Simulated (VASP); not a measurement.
# CdS (Pm-3m) in VASP: a series of runs, part 2 of 2

VASP 6.6.1. Earlier steps stand in the parts before.

## (3) Single point, PBE-based screened hybrid with 30 % exact exchange

POSCAR reads:

```
CdS
1.0
    3.3869086123      0.0000000000      0.0000000000
    0.0000000000      3.3869086123      0.0000000000
    0.0000000000      0.0000000000      3.3869086123
Cd S
1 1
Direct
    0.0000000000      0.0000000000      0.0000000000
    0.5000000000      0.5000000000      0.5000000000
```

INCAR.step1 reads:

```
SYSTEM = CdS
PREC = Accurate
ENCUT = 520
EDIFF = 1E-5
ISMEAR = -1
SIGMA = 0.02
LREAL = .False.
LASPH = .True.
NELM = 60
ALGO = Normal
ISIF = 2
LWAVE = .True.
LCHARG = .False.
NBANDS = 16
GGA = PE
```

INCAR.step2 reads:

```
SYSTEM = CdS
PREC = Accurate
ENCUT = 520
EDIFF = 1E-6
ISMEAR = -1
SIGMA = 0.02
LREAL = .False.
LASPH = .True.
NELM = 60
ALGO = Normal
ISIF = 2
LWAVE = .False.
LCHARG = .False.
GGA = PE
LHFCALC = .True.
AEXX = 0.3
HFSCREEN = 0.5
PRECFOCK = Normal
NBANDS = 16
ISTART = 1
```

KPOINTS reads:

```
regular mesh
0
Gamma
  4 4 4
  0 0 0
```

Potentials or basis: VASP PAW PBE potentials, release 64 (Cd, S).

Started as:

```bash
> cat potpaw_PBE.64/Cd/POTCAR potpaw_PBE.64/S/POTCAR > POTCAR
> cp INCAR.step1 INCAR
> mpirun -np 1 vasp_std > vasp.out
> cp INCAR.step2 INCAR
> mpirun -np 1 vasp_std > vasp.out
```

OUTCAR:

```text
SYSTEM = CdS
   PREC = Accurate
   ENCUT = 520
   EDIFF = 1E-6
   ISMEAR = -1
   LREAL = .False.
   LASPH = .True.
   NELM = 60
   ISIF = 2
   GGA = PE
   LHFCALC = .True.
   AEXX = 0.3
   HFSCREEN = 0.5
   PRECFOCK = Normal
   ISTART = 1

 ion  position               nearest neighbor table
   1  0.000  0.000  0.000-   2 2.93   2 2.93   2 2.93   2 2.93   2 2.93   2 2.93   2 2.93   2 2.93

   2  0.500  0.500  0.500-   1 2.93   1 2.93   1 2.93   1 2.93   1 2.93   1 2.93   1 2.93   1 2.93

  LATTYP: Found a simple cubic cell.
[... 373 lines left out ...]

  FORCE on cell =-STRESS in cart. coord.  units (eV):
  Direction    XX          YY          ZZ          XY          YZ          ZX
  --------------------------------------------------------------------------------------
  -------------------------------------------------------------------------------------
  Total        0.3497398      0.3497398      0.3497398     -0.0000000      0.0000000      0.0000000
  in kB       14.4226530     14.4226530     14.4226530     -0.0000000      0.0000000      0.0000000
  external PRESSURE =      14.4226530 kB  Pullay stress =       0.0000000 kB

 VOLUME and BASIS-vectors are now :
 -----------------------------------------------------------------------------
  energy-cutoff  :      520.00
  volume of cell :       38.85
      direct lattice vectors                 reciprocal lattice vectors
     3.386908612  0.000000000  0.000000000     0.295254497  0.000000000  0.000000000
     0.000000000  3.386908612  0.000000000     0.000000000  0.295254497  0.000000000
     0.000000000  0.000000000  3.386908612     0.000000000  0.000000000  0.295254497

 POSITION                                       TOTAL-FORCE (eV/Angst)
 -----------------------------------------------------------------------------------
      0.00000      0.00000      0.00000         0.000000      0.000000      0.000000
      1.69345      1.69345      1.69345         0.000000      0.000000      0.000000
 -----------------------------------------------------------------------------------
    total drift:                                0.000010      0.000005      0.000006

  FREE ENERGIE OF THE ION-ELECTRON SYSTEM (eV)
  ---------------------------------------------------
  free  energy   TOTEN  =        -5.7273026353 eV

  energy  without entropy=       -5.7211179194  energy(sigma->0) =       -5.72421028
```

OSZICAR.step1:

```text
N       E                     dE             d eps       ncg     rms          rms(c)
DAV:   1     0.101884895325E+03    0.10188E+03   -0.95432E+03   336   0.106E+03
DAV:   2    -0.212062524266E+01   -0.10401E+03   -0.96977E+02   416   0.255E+02
DAV:   3    -0.559306489979E+01   -0.34724E+01   -0.34651E+01   376   0.476E+01
DAV:   4    -0.560700344900E+01   -0.13939E-01   -0.13938E-01   392   0.307E+00
DAV:   5    -0.560711320172E+01   -0.10975E-03   -0.10975E-03   392   0.267E-01    0.687E+00
DAV:   6    -0.483625600726E+01    0.77086E+00   -0.18529E+00   384   0.134E+01    0.640E+00
DAV:   7    -0.483114980762E+01    0.51062E-02   -0.11146E-01   336   0.343E+00    0.340E+00
DAV:   8    -0.482613616466E+01    0.50136E-02   -0.16936E-02   336   0.116E+00    0.319E-01
DAV:   9    -0.482544714893E+01    0.68902E-03   -0.16659E-03   376   0.469E-01    0.146E-01
DAV:  10    -0.482551782925E+01   -0.70680E-04   -0.50743E-04   360   0.280E-01    0.661E-02
DAV:  11    -0.482540825876E+01    0.10957E-03   -0.11134E-04   368   0.126E-01    0.137E-02
DAV:  12    -0.482540433398E+01    0.39248E-05   -0.22182E-05   336   0.346E-02
   1 F= -.48254043E+01 E0= -.48206479E+01  d E =-.951280E-02
```

It took 4.7 min on 1 thread of AMD EPYC 7R13 (Zen 3), shared host; peak memory 0.23 GiB.

Results:

```yaml
Free_energy: -5.7273 eV
Pressure: 1.4 GPa
Band_gap_on_the_k_mesh: zero (bands 9 and 10 overlap by 0.55 eV)
```

Caveat: the k points lie up to 0.46 Å⁻¹ apart, too coarse for converged energies and pressures of a metal; the structure was generated, so it needn't be the stable form of CdS; the PAW data sets were made with another functional, which shifts forces and pressure a little.

## (4) Single point, PBE-based screened hybrid with 15 % exact exchange

POSCAR is that of step 3.

INCAR.step1 reads:

```
SYSTEM = CdS
  PREC = Accurate
  ENCUT = 520
  EDIFF = 1E-5
  ISMEAR = -1
  SIGMA = 0.02
  LREAL = .FALSE.
  LASPH = .TRUE.
  NELM = 60
  ALGO = Normal
  ISIF = 2
  LWAVE = .TRUE.
  GGA = PE
  NBANDS = 16
```

INCAR.step2 reads:

```
SYSTEM = CdS
  PREC = Accurate
  ENCUT = 520
  EDIFF = 1E-6
  ISMEAR = -1
  SIGMA = 0.02
  LREAL = .FALSE.
  LASPH = .TRUE.
  NELM = 60
  ALGO = Normal
  ISIF = 2
  LWAVE = .FALSE.
  LCHARG = .TRUE.
  GGA = PE
  LHFCALC = .TRUE.
  AEXX = 0.15
  HFSCREEN = 0.3
  PRECFOCK = Normal
  LELF = .TRUE.
  LVHAR = .TRUE.
  ISTART = 1
  NBANDS = 16
```

KPOINTS reads:

```
regular mesh
0
G
  4 4 4
  0 0 0
```

Started as:

```bash
> cat potpaw_PBE.64/Cd/POTCAR potpaw_PBE.64/S/POTCAR > POTCAR
> cp INCAR.step1 INCAR
> mpirun -np 1 vasp_std > vasp.out
> cp INCAR.step2 INCAR
> mpirun -np 1 vasp_std > vasp.out
```

Wall time 6.9 min (1 thread of AMD EPYC 7R13 (Zen 3), shared host); peak memory 0.23 GiB.

It converged, with:

| Property | Result |
| --- | --- |
| Free energy | -5.4551 eV |
| Pressure | 1.5 GPa |
| Band gap on the k mesh | zero (bands 9 and 10 overlap by 0.64 eV) |

Levels at points of the mesh, in eV from the Fermi level:
```csv
k point,band 6,band 7,band 8,band 9,band 10,band 11,band 12,band 13
"(0.00, 0.00, 0.00)",-9.00,-1.34,-1.34,-1.34,-0.66,6.98,6.98,12.48
"(0.50, 0.00, 0.00)",-8.97,-6.30,-0.05,-0.05,3.70,5.05,7.69,7.74
"(0.50, 0.50, 0.00)",-8.57,-4.75,-4.75,-0.73,0.01,8.26,8.26,9.17
"(0.50, 0.50, 0.50)",-8.77,-2.24,-2.24,-2.24,2.02,2.02,2.02,3.43
```

Caveat: the k points lie up to 0.46 Å⁻¹ apart, too coarse for converged energies and pressures of a metal; the structure was generated, so it needn't be the stable form of CdS; the PAW data sets were made with another functional, which shifts forces and pressure a little.

## (5) Overview

| level | share of exact exchange | screening parameter | gap on the mesh (eV) | pressure (GPa) |
| --- | --- | --- | --- | --- |
| HSE06 | 0.25 | 0.2079 1/Å | none | 0.9 |
| PBE-based screened hybrid with 30 % exact exchange | 0.3 | 0.5 1/Å | none | 1.4 |
| PBE-based screened hybrid with 15 % exact exchange | 0.15 | 0.3 1/Å | none | 1.5 |

Alike in all rows: task single point; potentials or basis VASP PAW PBE potentials, release 64 (Cd, S); no spin polarisation; cell as given; k mesh 4 × 4 × 4; cutoff (eV) 520; smearing fermi-dirac 0.02 eV.

Caveats: all runs use coarse meshes; the structure was generated, so it needn't be the stable form of CdS; the PAW data sets were made with another functional, which shifts forces and pressure a little.

Total energies depend on the potentials used, so only differences within one code and one set of settings carry meaning.
